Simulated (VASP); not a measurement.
# Ti in VASP: further runs

Runs on Ti. Level: PBE. Tasks: single point.

Program: VASP 6.6.1. These are calculated values, not measurements. Logs are shortened: lines on timing, memory, paths and dates and some standing lists are left out, and cuts for length are marked.

**1. The cell of the first run**

The structure is cubic, space group Fm-3m (No. 225). Conventional cell: a = 3.999 Å, b = 3.999 Å, c = 3.999 Å, α = 90.00°, β = 90.00°, γ = 90.00°. Ti (site symmetry m-3m) has 12 Ti at 2.83 Å within 3.7 Å.

This isn't the form of Ti at room conditions, which is hcp.

**2. Single point, PBE (strained)**

The input, INCAR:

```
SYSTEM = Ti
PREC     = Accurate       ! precision mode
ENCUT    = 520            ! plane-wave cutoff, eV
EDIFF    = 1E-6           ! SCF threshold, eV
ISMEAR   = 0              ! smearing method
SIGMA    = 0.1            ! smearing width, eV
LREAL    = .False.        ! projectors in reciprocal space
LASPH    = .True.         ! aspherical terms in the spheres
NELM     = 80             ! most SCF steps
ALGO     = Normal         ! electronic algorithm
ISIF     = 2              ! what is computed and relaxed
LWAVE    = .False.        ! write WAVECAR
LCHARG   = .False.        ! write CHGCAR
GGA      = PE             ! functional
NBANDS   = 12             ! bands
```

The input, KPOINTS:

```
Automatic mesh
0
Gamma
  18 18 18
  0 0 0
```

The input, POSCAR:

```
Ti
1.0
    0.0000000000      1.9997327000      1.9997327000
    1.9997327000      0.0000000000      1.9997327000
    1.9997327000      1.9997327000      0.0000000000
Ti
1
Direct
    0.0000000000      0.0000000000      0.0000000000
```

Potentials or basis: VASP PAW PBE potentials, release 64 (Ti_sv).

Command:

```bash
$ cat potpaw_PBE.64/Ti_sv/POTCAR > POTCAR
$ mpirun -np 1 vasp_std > vasp.out
```

OUTCAR:

```text
SYSTEM = Ti
   PREC = Accurate
   ENCUT = 520
   EDIFF = 1E-6
   ISMEAR = 0
   LREAL = .False.
   LASPH = .True.
   NELM = 80
   ISIF = 2
   GGA = PE

 ion  position               nearest neighbor table
   1  0.000  0.000  0.000-

  LATTYP: Found a face centered cubic cell.
 ALAT       =     3.9994654000

  Lattice vectors:

 A1 = (   0.0000000000,   1.9997327000,   1.9997327000)
 A2 = (   1.9997327000,   0.0000000000,   1.9997327000)
 A3 = (   1.9997327000,   1.9997327000,   0.0000000000)

Analysis of symmetry for initial positions (statically):
=====================================================================
 Subroutine PRICEL returns:
 Original cell was already a primitive cell.

 Routine SETGRP: Setting up the symmetry group for a
 face centered cubic supercell.

 Subroutine GETGRP returns: Found 48 space group operations
 (whereof 48 operations were pure point group operations)
 out of a pool of 48 trial point group operations.

The static configuration has the point symmetry O_h .

Analysis of symmetry for dynamics (positions and initial velocities):
=====================================================================
 Subroutine PRICEL returns:
 Original cell was already a primitive cell.

 Routine SETGRP: Setting up the symmetry group for a
 face centered cubic supercell.

 Subroutine GETGRP returns: Found 48 space group operations
 (whereof 48 operations were pure point group operations)
 out of a pool of 48 trial point group operations.

The dynamic configuration has the point symmetry O_h .

 Subroutine INISYM returns: Found 48 space group operations
 (whereof 48 operations are pure point group operations),
 and found     1 'primitive' translations

----------------------------------------------------------------------------------------

                                     Primitive cell

  volume of cell :      15.9936

  direct lattice vectors                    reciprocal lattice vectors
     0.000000000  1.999732700  1.999732700    -0.250033417  0.250033417  0.250033417
     1.999732700  0.000000000  1.999732700     0.250033417 -0.250033417  0.250033417
     1.999732700  1.999732700  0.000000000     0.250033417  0.250033417 -0.250033417

  length of vectors
     2.828049105  2.828049105  2.828049105     0.433070582  0.433070582  0.433070582

  position of ions in fractional coordinates (direct lattice)
     0.000000000  0.000000000  0.000000000

  ion indices of the primitive-cell ions
   primitive index   ion index
                 1           1

----------------------------------------------------------------------------------------

 KPOINTS: Automatic mesh

Automatic generation of k-mesh.
 Grid dimensions read from file:
 generate k-points for:   18   18   18

 Generating k-lattice:

  Cartesian coordinates                     Fractional coordinates (reciprocal lattice)
    -0.013890745  0.013890745  0.013890745     0.055555556  0.000000000  0.000000000
     0.013890745 -0.013890745  0.013890745     0.000000000  0.055555556  0.000000000
     0.013890745  0.013890745 -0.013890745     0.000000000  0.000000000  0.055555556

  Length of vectors
     0.024059477  0.024059477  0.024059477

  Shift w.r.t. Gamma in fractional coordinates (k-lattice)
     0.000000000  0.000000000  0.000000000

 Subroutine IBZKPT returns following result:
 ===========================================

 Found    195 irreducible k-points:

 Following reciprocal coordinates:
            Coordinates               Weight
  0.000000  0.000000  0.000000      1.000000
  0.055556  0.000000  0.000000      8.000000
  0.111111  0.000000  0.000000      8.000000
  0.166667  0.000000  0.000000      8.000000
  0.222222  0.000000  0.000000      8.000000
  0.277778  0.000000  0.000000      8.000000
[... 16 lines left out ...]
 -0.277778  0.055556  0.000000     24.000000
 -0.222222  0.055556  0.000000     24.000000
 [... further k-points ...]
   k-points           NKPTS =    195   k-points in BZ     NKDIM =    195   number of bands    NBANDS=     12
   number of dos      NEDOS =    301   number of ions     NIONS =      1
   total plane-waves  NPLWV =  13824
   dimension x,y,z NGX =    24 NGY =   24 NGZ =   24
   dimension x,y,z NGXF=    48 NGYF=   48 NGZF=   48
   ions per type =               1
   NGX,Y,Z   is equivalent  to a cutoff of  14.11, 14.11, 14.11 a.u.
   NGXF,Y,Z  is equivalent  to a cutoff of  28.22, 28.22, 28.22 a.u.
 SYSTEM =  Ti
   PREC   = accura    normal or accurate (medium, high low for compatibility)
   ISTART =      0    job   : 0-new  1-cont  2-samecut
   ICHARG =      2    charge: 1-file 2-atom 10-const
   ISPIN  =      1    spin polarized calculation?
   LNONCOLLINEAR =      F non collinear calculations
   LSORBIT =      F    spin-orbit coupling
   LASPH  =      T    aspherical Exc in radial PAW
   ENCUT  =  520.0 eV  38.22 Ry    6.18 a.u.   5.26  5.26  5.26*2*pi/ulx,y,z
   NELM   =     80;   NELMIN=  2; NELMDL= -5     # of ELM steps
   EDIFF  = 0.1E-05   stopping-criterion for ELM
   LREAL  =      F    real-space projection
   EDIFFG = 0.1E-04   stopping-criterion for IOM
   NSW    =      0    number of steps for IOM
   IBRION =     -1    ionic relax: 0-MD 1-quasi-New 2-CG
   NFREE  =      0    steps in history (QN), initial steepest desc. (CG)
   ISIF   =      2    stress and relaxation
   ISYM   =      2    0-nonsym 1-usesym 2-fastsym
   POTIM  = 0.5000    time-step for ionic-motion
   TEBEG  =    0.0;   TEEND  =   0.0 temperature during run
   PSTRESS=    0.0 pullay stress
   NELECT =      12.0000    total number of electrons
   NUPDOWN=      -1.0000    fix difference up-down
   EMIN   =  10.00;   EMAX   =-10.00  energy-range for DOS
   EFERMI =   0.00;   METHOD = LEGACY
   ISMEAR =     0;   SIGMA  =   0.10  broadening in eV -4-tet -1-fermi 0-gaus
   EFERMI_NEDOS =   21; number of points for ismear=-14 and -15
   IALGO  =     38    algorithm
   IMIX   =      4    mixing-type and parameters
     AMIX     =   0.40;   BMIX     =  1.00
     AMIX_MAG =   1.60;   BMIX_MAG =  1.00
  volume/ion in A,a.u.               =      15.99       107.93
  Fermi-wavevector in a.u.,A,eV,Ry     =   1.487602  2.811159 30.109128  2.212958
  Thomas-Fermi vector in A             =   2.600742
   LORBIT       =      0    0 simple, 1 ext, 2 COOP (PROOUT), +10 PAW based schemes
   GGA     = PE    functional components
   LHFCALC =     F    Hartree Fock is set to
   AEXX    =    0.0000 exact exchange contribution
   IVDW    =     0    specifies the selected vdW correction
   LEPSILON=     F    determine dielectric tensor
   LRPA    =     F    only Hartree local field effects (RPA)
 non-spin polarized calculation
 Gauss-broadening in eV      SIGMA  =   0.10
  energy-cutoff  :      520.00
  volume of cell :       15.99
 maximum number of plane-waves:       444
 NGX is ok and might be reduce to    24
   NGX = 11   NGY = 11   NGZ = 11

 number of electron      11.9999999 magnetization

 Free energy of the ion-electron system (eV)
  ---------------------------------------------------
  ext. energy  EPLUGINS =         0.00000000
  ---------------------------------------------------
  free energy    TOTEN  =        -7.74239254 eV

  energy without entropy =       -7.73434396  energy(sigma->0) =       -7.73836825

 E-fermi :   9.1305     XC(G=0): -11.8918

 val. band max:        9.1298785649   @ k =   0.5000   0.1111   0.0000
 cond. band min:       9.1306629013   @ k =   0.2778   0.0000   0.0000
 fundamental gap:      0.0007843364
 Fermi energy:         9.1304917042

 k-point     1 :       0.0000    0.0000    0.0000
  band No.  band energies     occupation
      1     -47.4468      2.00000
      2     -23.1975      2.00000
      3     -23.1975      2.00000
      4     -23.1975      2.00000
      5       2.8420      2.00000
      6      10.0510      0.00000
      7      10.0510      0.00000
      8      10.0510      0.00000
      9      11.8757      0.00000
     10      11.8757      0.00000
     11      24.8329      0.00000
     12      29.7197      0.00000

 k-point     2 :       0.0556    0.0000    0.0000
  band No.  band energies     occupation
      1     -47.4418      2.00000
      2     -23.2250      2.00000
      3     -23.2009      2.00000
      4     -23.2009      2.00000
      5       2.9504      2.00000
      6       9.9811      0.00000
      7      10.0916      0.00000
      8      10.0916      0.00000
      9      11.8481      0.00000
     10      11.8481      0.00000
     11      24.9415      0.00000
     12      28.8677      0.00000

 k-point     3 :       0.1111    0.0000    0.0000
  band No.  band energies     occupation
      1     -47.4272      2.00000
      2     -23.3036      2.00000
      3     -23.2105      2.00000
      4     -23.2105      2.00000
      5       3.2676      2.00000
      6       9.7915      0.00000
      7      10.1972      0.00000
      8      10.1972      0.00000
      9      11.7859      0.00000
     10      11.7859      0.00000
     11      25.1772      0.00000
     12      27.3345      0.00000
[... 286 lines left out ...]
 k-point    23 :      -0.2778    0.0556    0.0000
  band No.  band energies     occupation
      1     -47.3348      2.00000
      2     -23.7655      2.00000
      3     -23.2978      2.00000
      4     -23.2600      2.00000
      5       5.3845      2.00000
      6       9.0603      1.67884
      7      10.1880      0.00000
      8      10.3077      0.00000
      9      11.9509      0.00000
     10      12.5034      0.00000
     11      21.7529      0.00000
     12      25.3177      0.00000

 k-point    24 :      -0.2222    0.0556    0.0000
  band No.  band energies     occupation
      1     -47.3639      2.00000
      2     -23.6203      2.00000
      3     -23.2780      2.00000
      4     -23.2405      2.00000
      5       4.7113      2.00000
      6       9.1656      0.61964
      7      10.3053      0.00000
      8      10.4145      0.00000
      9      11.6481      0.00000
     10      12.1911      0.00000
     11      23.2590      0.00000
     12      25.7095      0.00000

 [... further k-points ...]
[... 5 lines left out ...]
  --------------------------------------------------------------------------------------
  -------------------------------------------------------------------------------------
  Total        0.9863851      0.9863851      0.9863851     -0.0000000     -0.0000000      0.0000000
  in kB       98.8123496     98.8123496     98.8123496     -0.0000000     -0.0000000      0.0000000
  external PRESSURE =      98.8123496 kB  Pullay stress =       0.0000000 kB

 VOLUME and BASIS-vectors are now :
 -----------------------------------------------------------------------------
  energy-cutoff  :      520.00
  volume of cell :       15.99
      direct lattice vectors                 reciprocal lattice vectors
     0.000000000  1.999732700  1.999732700    -0.250033417  0.250033417  0.250033417
     1.999732700  0.000000000  1.999732700     0.250033417 -0.250033417  0.250033417
     1.999732700  1.999732700  0.000000000     0.250033417  0.250033417 -0.250033417

 POSITION                                       TOTAL-FORCE (eV/Angst)
 -----------------------------------------------------------------------------------
      0.00000      0.00000      0.00000         0.000000      0.000000      0.000000
 -----------------------------------------------------------------------------------
    total drift:                               -0.000000     -0.000000     -0.000000

  FREE ENERGIE OF THE ION-ELECTRON SYSTEM (eV)
  ---------------------------------------------------
  free  energy   TOTEN  =        -7.7423925363 eV

  energy  without entropy=       -7.7343439623  energy(sigma->0) =       -7.73836825
```

It took 20 s on 1 thread of AMD EPYC 9R45 (Zen 5), shared host; peak memory 0.13 GiB.

Results:

| Quantity | Value |
| --- | --- |
| Free energy | -7.7424 eV |
| Pressure | 9.9 GPa |
| Band gap on the k mesh | zero (bands 6 and 7 overlap by 1.40 eV) |

Caveat: the cell differs from its parent crystal (strained); the cell stands under pressure.

**3. Single point, PBE (strained)**

The input, INCAR:

```
  PREC = Accurate
  ENCUT = 520
  EDIFF = 1E-6
  ISMEAR = 0
  SIGMA = 0.1
  LREAL = F
  LASPH = T
  NELM = 60
  ALGO = Normal
  ISIF = 2
  LWAVE = F
  LCHARG = T
  GGA = PE
  LELF = T
  LVHAR = T
  NBANDS = 12
```

The input, KPOINTS:

```
Automatic mesh
0
Gamma
  16 16 16
```

The input, POSCAR:

```
Ti
1.0
    0.0000000000      2.0504218000      2.0199718000
    2.0504218000      0.0000000000      2.0199718000
    2.0504218000      2.0504218000      0.0000000000
Ti
1
Direct
    0.0000000000      0.0000000000      0.0000000000
```

Potentials or basis: VASP PAW PBE potentials, release 64 (Ti_sv).

Command:

```bash
$ cat potpaw_PBE.64/Ti_sv/POTCAR > POTCAR
$ mpirun -np 1 vasp_std > vasp.out
```

Wall time 31 s (1 thread of AMD EPYC 9R45 (Zen 5), shared host); peak memory 0.16 GiB.

The run converged. Its results:

```
Free energy            : -7.7788 eV
Pressure               : 2.3 GPa
Band gap on the k mesh : zero (bands 6 and 7 overlap by 1.26 eV)
```

Stress tensor (GPa, compression positive):
```
2.18 0.00 0.00
0.00 2.18 0.00
0.00 0.00 2.60
```

Levels at points of the mesh, in eV from the Fermi level:
```tsv
k point	band 4	band 5	band 6	band 7	band 8	band 9
(0.00, 0.00, 0.00)	-32.50	-6.14	0.85	0.85	0.97	2.50
(0.50, 0.00, 0.00)	-32.59	-2.63	0.69	0.71	0.84	3.64
(0.50, 0.50, 0.00)	-32.77	-2.64	-1.79	3.14	3.66	3.96
(0.50, 0.00, 0.50)	-32.74	-2.65	-1.75	2.85	3.67	3.91
```

Caveat: the cell differs from its parent crystal (strained).
